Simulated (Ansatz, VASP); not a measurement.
# Ga2F: VASP beside Ansatz

```
Ga F
1.0
     4.56358    0.00000    0.00000
    -2.28179    3.95217    0.00000
     0.00000    0.00000    2.76542
Ga F
2 1
Direct
  0.33333 0.66667 0.50000
  0.66667 0.33333 0.50000
  0.00000 0.00000 0.00000
```

Alike in both runs: functional PBE; k mesh 6 × 6 × 4; occupations gaussian, width 0.1 eV; no spin polarisation.

Ansatz relaxed the structure, and its values are those at the end. VASP's run is a single point on that final structure, the one shown.

|  | VASP | Ansatz |
| --- | --- | --- |
| version | VASP 6.6.1 | Ansatz 0.2.0 |
| potentials or method | VASP PAW PBE potentials, release 64 (Ga_d, F), cutoff 520 eV | scalar-relativistic, plane waves, PAW |
| valence electrons in the cell | 33 | 33 |

|  | VASP | Ansatz | Ansatz less VASP |
| --- | --- | --- | --- |
| gap on the k mesh at the Fermi level (eV) | none | none | - |
| pressure (GPa) | 0.0 | 0.0 | +0.03 |

A gap of «none» marks a metal or a gap that the smearing closes. With one functional, cell and mesh, what is left measures potentials, basis and numerics.

The k mesh is coarse, so the values compare programs but aren't converged.
